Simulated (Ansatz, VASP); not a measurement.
## One calculation of Si, two programs

```
Si
1.0
     2.62054    0.00000    0.00000
    -1.31027    2.18435    0.00000
     0.00000    0.00000    2.46635
Si
1
Direct
  0.00000 0.00000 0.00000
```

Change from the starting cell: strain -0.0375 x Voigt [0, 1, 0, 0, 0, 0], atoms carried along.

Alike in both runs: task single point; functional LDA; k mesh 24 × 24 × 20; occupations gaussian, width 0.15 eV; no spin polarisation.

|  | VASP | Ansatz |
| --- | --- | --- |
| version | VASP 6.6.1 | Ansatz 0.2.0 |
| potentials or method | VASP PAW LDA potentials, release 64 (Si), cutoff 520 eV | scalar-relativistic, plane waves, PAW |
| valence electrons in the cell | 4 | 4 |

|  | VASP | Ansatz | Ansatz less VASP |
| --- | --- | --- | --- |
| gap on the k mesh at the Fermi level (eV) | none | none | - |
| pressure (GPa) | 3.9 | 3.8 | -0.10 |
| traceless stress, the component that is largest in VASP (GPa) | -4.21 | -4.18 | +0.027 |

LDA's correlation is that of Perdew and Zunger in VASP and of Perdew and Wang (1992) in Ansatz. A gap of «none» marks a metal or a gap that the smearing closes.
